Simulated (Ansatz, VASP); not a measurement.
**CoGe3 in VASP and in Ansatz**

File INCAR:

```
SYSTEM = CoGe3
PREC = Accurate
ENCUT = 520
EDIFF = 1E-7
ISMEAR = 0
SIGMA = 0.1
LREAL = .False.
LASPH = .True.
NELM = 150
ALGO = Normal
ISIF = 2
LWAVE = .False.
LCHARG = .False.
ISPIN = 2
MAGMOM = 3 0 0 0
LORBIT = 11
LMAXMIX = 4
GGA = PE
NBANDS = 38
```

File KPOINTS:

```
Automatic mesh
0
Gamma
  4 4 4
  0 0 0
```

POSCAR

```
CoGe3
1.0
    3.9541049403      0.0000000000      0.0000000000
    0.0000000000      3.9541049403      0.0000000000
    0.0000000000      0.0000000000      3.9541049403
Co Ge
1 3
Direct
    0.0000000000      0.0000000000      0.0000000000
    0.0000000000      0.5000000000      0.5000000000
    0.5000000000      0.0000000000      0.5000000000
    0.5000000000      0.5000000000      0.0000000000
```

Input for Ansatz:

```yaml
crystal:
  lattice:
    - [3.9541049403, 0.0, 0.0]
    - [0.0, 3.9541049403, 0.0]
    - [0.0, 0.0, 3.9541049403]
  atoms:
    - { symbol: Co, position: [0.0, 0.0, 0.0], spin: 3.0 }
    - { symbol: Ge, position: [0.0, 0.5, 0.5] }
    - { symbol: Ge, position: [0.5, 0.0, 0.5] }
    - { symbol: Ge, position: [0.5, 0.5, 0.0] }
basis:
  ecutwfc: 420
kpoints:
  mp_grid: { grid: [4, 4, 4] }
hamiltonian:
  xc: pbe
scf:
  occupations: { method: gaussian, width: 0.1 }
  lower_state_search: "off"
output:
  forces: true
  stress: true
  eigenvalues: true
  populations: true
magnetization:
  spin_polarized: true
```

Alike in both runs: task single point; functional PBE; k mesh 4 × 4 × 4; occupations gaussian, width 0.1 eV; collinear spin.

|  | VASP | Ansatz |
| --- | --- | --- |
| version | VASP 6.6.1 | Ansatz 0.2.0 |
| potentials or method | VASP PAW PBE potentials, release 64 (Co, Ge_d), cutoff 520 eV | scalar-relativistic, plane waves, PAW |
| valence electrons in the cell | 51 | 59 |

|  | VASP | Ansatz | Ansatz less VASP |
| --- | --- | --- | --- |
| gap on the k mesh at the Fermi level (eV) | none | none | - |
| pressure (GPa) | 3.4 | 3.3 | -0.02 |
| net moment per atom (μB) | 0.27 | 0.27 | +0.004 |
| size of the moment on the site where the two differ most (μB) | 1.01 | 1.04 | +0.028 |

Site moments also hang on the region over which each program counts them. A gap of «none» marks a metal or a gap that the smearing closes. VASP's potentials hold 51 valence electrons a cell and Ansatz's 59, so a difference there can come from the potentials and not from the codes.

The k mesh is coarse, so the values compare programs but aren't converged.
